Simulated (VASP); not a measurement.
NaMg2Si2, 5 atoms in the cell. Symmetry: P4/mmm, No. 123, tetragonal system. Conventional cell: a = 3.804 Å, b = 3.804 Å, c = 9.824 Å, α = 90.00°, β = 90.00°, γ = 90.00°. Na (site symmetry 4/mmm) has 2 Mg at 3.36 Å and 4 Na at 3.80 Å within 4.4 Å. Within 3.6 Å of Mg (site symmetry 4mm) lie 4 Si at 2.72 Å and 1 Mg at 3.10 Å and 1 Na at 3.36 Å. Within 3.1 Å of Si (site symmetry 4mm) lie 1 Si at 2.32 Å and 4 Mg at 2.72 Å. The cell was generated, and may not be a known phase.

```yaml
Program: VASP 6.6.1
Task: single point
Functional: PBE
Potentials_or_basis: VASP PAW PBE potentials, release 64 (Na_pv, Mg, Si)
Cutoff: 520 eV
k_mesh: 6 × 6 × 4
Occupations: gaussian, width 0.1 eV
Spin: no spin polarisation
Dipole_correction: no
Further_INCAR_settings: ALGO = Normal; EDIFF = 1e-06; NBANDS = 18
```

Potentials or basis: VASP PAW PBE potentials, release 64 (Na_pv, Mg, Si).

Run with:

```bash
$ cat potpaw_PBE.64/Na_pv/POTCAR potpaw_PBE.64/Mg/POTCAR potpaw_PBE.64/Si/POTCAR > POTCAR
$ mpirun -np 1 vasp_std > vasp.out
```

Hardware: 1 thread of Intel Xeon 8259CL, on a shared host.

Task: How long does it take, and how much memory?

Result: It took 110 s on 1 thread of Intel Xeon 8259CL (shared host), peak memory 0.27 GiB. Counts: scf iterations 13, k points 30.
